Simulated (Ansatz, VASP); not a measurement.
Two plane-wave programs on C

Contents of POSCAR:

```
C
1.0
    0.0000000000      2.1267565396      3.5617636613
    1.2279212041      0.0000000000      3.5617636613
    1.2279212041      2.1267565396      0.0000000000
C
2
Direct
    0.1142903988      0.8295576442      0.2856137168
    0.8332960723      0.1667039277      0.8332960723
```

The input INCAR.step1:

```
SYSTEM = C
  ALGO = Normal
  EDIFF = 1E-4
  ENCUT = 520
  GGA = PE
  ISMEAR = 0
  LASPH = .TRUE.
  LCHARG = .FALSE.
  LREAL = .FALSE.
  LWAVE = .TRUE.
  NBANDS = 11
  NELM = 80
  PREC = Accurate
  SIGMA = 0.05
```

INCAR.step2

```
SYSTEM = C
  ALGO = Normal
  EDIFF = 1E-6
  ENCUT = 520
  ISIF = 2
  ISMEAR = 0
  ISTART = 1
  LASPH = .TRUE.
  LCHARG = .TRUE.
  LELF = .TRUE.
  LMIXTAU = .TRUE.
  LREAL = .FALSE.
  LVHAR = .TRUE.
  LWAVE = .FALSE.
  METAGGA = R2SCAN
  NBANDS = 11
  NELM = 80
  PREC = Accurate
  SIGMA = 0.05
```

Contents of KPOINTS:

```
k-points
0
G
  14 14 14
  0 0 0
```

Input for Ansatz:

```yaml
crystal:
  lattice:
    - [0.0, 2.1267565396, 3.5617636613]
    - [1.2279212041, 0.0, 3.5617636613]
    - [1.2279212041, 2.1267565396, 0.0]
  atoms:
    - { symbol: C, position: [0.1142903988, 0.8295576442, 0.2856137168] }
    - { symbol: C, position: [0.8332960723, 0.1667039277, 0.8332960723] }
basis:
  ecutwfc: 500
kpoints:
  mp_grid: { grid: [14, 14, 14] }
hamiltonian:
  xc: r2scan
scf:
  occupations: { method: gaussian, width: 0.05 }
output:
  forces: true
  stress: true
  eigenvalues: true
```

Alike in both runs: task single point; functional r2SCAN; k mesh 14 × 14 × 14; occupations gaussian, width 0.05 eV; no spin polarisation.

```csv
,VASP,Ansatz
version,VASP 6.6.1,Ansatz 0.2.0
potentials or method,"VASP PAW PBE potentials, release 64 (C), cutoff 520 eV","scalar-relativistic, plane waves, PAW"
valence electrons in the cell,8,8
```

```tsv
	VASP	Ansatz	Ansatz less VASP
gap on the k mesh at the Fermi level (eV)	none	none	-
pressure (GPa)	17.3	16.7	-0.55
traceless stress, the component that is largest in VASP (GPa)	26.29	25.53	-0.753
rms of the force components (eV/Å)	7.042	7.006	-0.0364
```

VASP's potentials were made for PBE, not for r2SCAN. Atom by atom the forces differ by 0.050 eV/Å (rms over components). A gap of «none» marks a metal or a gap that the smearing closes. The functional is the same, so the differences come from potentials, cutoffs and numerics.
